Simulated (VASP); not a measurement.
# C: single point with r2SCAN

Crystal: C.

```xyz
4
Lattice="2.4559 0.0000 0.0000 -1.2280 2.1269 0.0000 0.0000 0.0000 7.0106" Properties=species:S:1:pos:R:3 pbc="T T T"
C     1.2280    2.1269    1.7527
C     0.0000    0.0000    5.2580
C     0.0000    1.4179    1.7527
C     1.2280    0.7090    5.2580
```

* Program: VASP 6.6.1
* Task: single point
* Functional: r2SCAN
* Potentials or basis: VASP PAW PBE potentials, release 64 (C)
* Cutoff: 520 eV
* k mesh: 14 × 14 × 4
* Occupations: fermi-dirac, width 0.05 eV
* Spin: no spin polarisation
* Dipole correction: no
* Further INCAR settings: ALGO = Normal; EDIFF = 1e-06; NBANDS = 16

- Pressure: 0.7 GPa
- Band gap on the k mesh: 1.05 eV, direct

Stress tensor (GPa, compression positive):
```
0.97 0.00 0.00
0.00 0.97 0.00
0.00 0.00 0.02
```

Levels at points of the mesh, in eV from the valence-band top:
```tsv
k point	band 5	band 6	band 7	band 8	band 9	band 10	band 11	band 12
(0.00, 0.00, 0.00)	-2.74	-2.74	-2.73	-2.73	4.53	9.19	9.19	9.23
(0.50, 0.00, 0.00)	-6.37	-6.33	-2.38	-1.81	2.08	2.69	8.11	8.40
(0.00, 0.00, 0.50)	-2.73	-2.73	-2.73	-2.73	6.96	6.96	9.21	9.21
(0.50, 0.00, 0.50)	-6.35	-6.35	-2.06	-2.06	2.24	2.24	8.25	8.25
```

It took 56 s on 1 thread of Intel(R) Xeon(R) 6975P-C (Granite Rapids), with other jobs on the host, peak memory 0.16 GiB.

Caveat: the PAW data sets were made with another functional, which shifts forces and pressure a little. A k mesh can miss the band edges.
